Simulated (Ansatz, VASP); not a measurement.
## Two plane-wave programs on Sn

The input INCAR:

```
SYSTEM = Sn
ALGO = Fast
EDIFF = 1E-6
ENCUT = 520
GGA = PS
ISIF = 2
ISMEAR = 0
LASPH = .TRUE.
LCHARG = .FALSE.
LREAL = .FALSE.
LWAVE = .FALSE.
NBANDS = 13
NELM = 100
PREC = Accurate
SIGMA = 0.15
```

File KPOINTS:

```
k-points
0
G
  22 22 22
  0 0 0
```

The input POSCAR:

```
Sn
1.0
   -1.7787752712      1.7787752712      1.8723950223
    1.7787752712     -1.7787752712      1.8723950223
    1.7787752712      1.7787752712     -1.8723950223
Sn
1
Direct
    0.0000000000      0.0000000000      0.0000000000
```

Input for Ansatz:

```yaml
crystal:
  lattice:
    - [-1.7787752712, 1.7787752712, 1.8723950223]
    - [1.7787752712, -1.7787752712, 1.8723950223]
    - [1.7787752712, 1.7787752712, -1.8723950223]
  atoms:
    - { symbol: Sn, position: [0.0, 0.0, 0.0] }
basis:
  ecutwfc: 420
kpoints:
  mp_grid: { grid: [22, 22, 22] }
hamiltonian:
  xc: pbesol
scf:
  occupations: { method: gaussian, width: 0.15 }
output:
  forces: true
  stress: true
  eigenvalues: true
  write_density: true
  write_potential: true
  elf: true
  volumetric_format: npy
```

Change from the starting cell: strain -0.050 along x and y, +0.000 along z, atoms carried along.

Alike in both runs: task single point; functional PBEsol; k mesh 22 × 22 × 22; occupations gaussian, width 0.15 eV; no spin polarisation.

```csv
,VASP,Ansatz
version,VASP 6.6.1,Ansatz 0.2.0
potentials or method,"VASP PAW PBE potentials, release 64 (Sn_d), cutoff 520 eV","scalar-relativistic, plane waves, PAW"
valence electrons in the cell,14,14
```

```csv
,VASP,Ansatz,Ansatz less VASP
gap on the k mesh at the Fermi level (eV),none,none,-
pressure (GPa),6.9,6.9,+0.02
"traceless stress, the component that is largest in VASP (GPa)",-0.25,-0.25,-0.001
```

VASP's potentials were made for PBE, not for PBEsol. A gap of «none» marks a metal or a gap that the smearing closes.
